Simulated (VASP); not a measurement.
WSe2: single point with PBE+D3(BJ)

WSe2, a slab with vacuum:

```xyz
6
Lattice="3.2855 0.0000 0.0000 -1.6427 2.8453 0.0000 0.0000 0.0000 24.2387" Properties=species:S:1:pos:R:3 pbc="T T T"
Se    0.0000    1.8969    4.5000
Se    0.0000    1.8969    7.8693
Se   -0.5476    3.7937   11.4293
Se   -0.5476    3.7937   14.7987
W     1.6427    0.9484    6.1847
W    -2.1903    4.7422   13.1140
```

| Quantity | Value |
| --- | --- |
| Program | VASP 6.6.1 |
| Task | single point |
| Functional | PBE |
| Dispersion | D3(BJ) |
| Potentials or basis | VASP PAW PBE potentials, release 64 (Se, W_sv) |
| Cutoff | 520 eV |
| k mesh | 9 × 9 × 1 |
| Occupations | gaussian, width 0.05 eV |
| Spin | no spin polarisation |

```yaml
Largest_force: 0.125 eV/Å
Band_gap_on_the_k_mesh: 1.53 eV, indirect (least direct gap 1.64 eV)
Dispersion_energy_per_atom: -0.385 eV
```

Forces in eV/Å, atoms in the order of the input:
```
Se   0.002  0.000 -0.038
Se  -0.015  0.006  0.124
Se   0.015 -0.006 -0.124
Se  -0.002  0.000  0.038
W   -0.010  0.003  0.034
W    0.010 -0.003 -0.034
```

Levels at points of the mesh, in eV from the valence-band top:
| k point | band 23 | band 24 | band 25 | band 26 | band 27 | band 28 | band 29 | band 30 |
| --- | --- | --- | --- | --- | --- | --- | --- | --- |
| (0.00, 0.00, 0.00) | -1.19 | -1.19 | -0.60 | -0.14 | 2.94 | 2.95 | 2.97 | 2.98 |

It took 7 min on 1 thread of Oxide Virtual Turin-like Processor, with other jobs on the host, peak memory 0.45 GiB.

Caveat: spin-orbit coupling is left out, which moves the levels of the heavy elements.
